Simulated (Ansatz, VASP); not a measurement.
## W: VASP beside Ansatz

Contents of INCAR:

```
SYSTEM = W
ALGO = Fast ; EDIFF = 1E-7
ENCUT = 520 ; GGA = PE
ISIF = 2 ; ISMEAR = 0
LASPH = .True. ; LCHARG = .False.
LREAL = .False. ; LWAVE = .False.
NBANDS = 13 ; NELM = 100
PREC = Accurate ; SIGMA = 0.15
```

Contents of KPOINTS:

```
k-points
0
Gamma
  22 22 22
  0 0 0
```

Contents of POSCAR:

```
W
1.0
   -1.8263356324      1.6196890207      1.6196890207
    1.6196890207     -1.8263356324      1.6196890207
    1.6196890207      1.6196890207     -1.8263356324
W
1
Direct
    0.0000000000      0.0000000000      0.0000000000
```

Input for Ansatz:

```yaml
crystal:
  lattice:
    - [-1.8263356324, 1.6196890207, 1.6196890207]
    - [1.6196890207, -1.8263356324, 1.6196890207]
    - [1.6196890207, 1.6196890207, -1.8263356324]
  atoms:
    - { symbol: W, position: [0.0, 0.0, 0.0] }
basis:
  ecutwfc: 420
kpoints:
  mp_grid: { grid: [22, 22, 22] }
hamiltonian:
  xc: pbe
  pseudopotentials: { kind: paw, azcp: { folder: soft_1 } }
scf:
  occupations: { method: gaussian, width: 0.15 }
output:
  forces: true
  stress: true
  eigenvalues: true
```

Alike in both runs: task single point; functional PBE; k mesh 22 × 22 × 22; occupations gaussian, width 0.15 eV; no spin polarisation.

|  | VASP | Ansatz |
| --- | --- | --- |
| version | VASP 6.6.1 | Ansatz 0.2.0 |
| potentials or method | VASP PAW PBE potentials, release 64 (W_sv), cutoff 520 eV | scalar-relativistic, plane waves, PAW |
| valence electrons in the cell | 14 | 14 |

```tsv
	VASP	Ansatz	Ansatz less VASP
gap on the k mesh at the Fermi level (eV)	none	none	-
pressure (GPa)	0.4	-0.3	-0.78
traceless stress, the component that is largest in VASP (GPa)	26.91	26.30	-0.615
```

A gap of «none» marks a metal or a gap that the smearing closes. The functional is the same, so the differences come from potentials, cutoffs and numerics.

Spin-orbit coupling is off throughout.
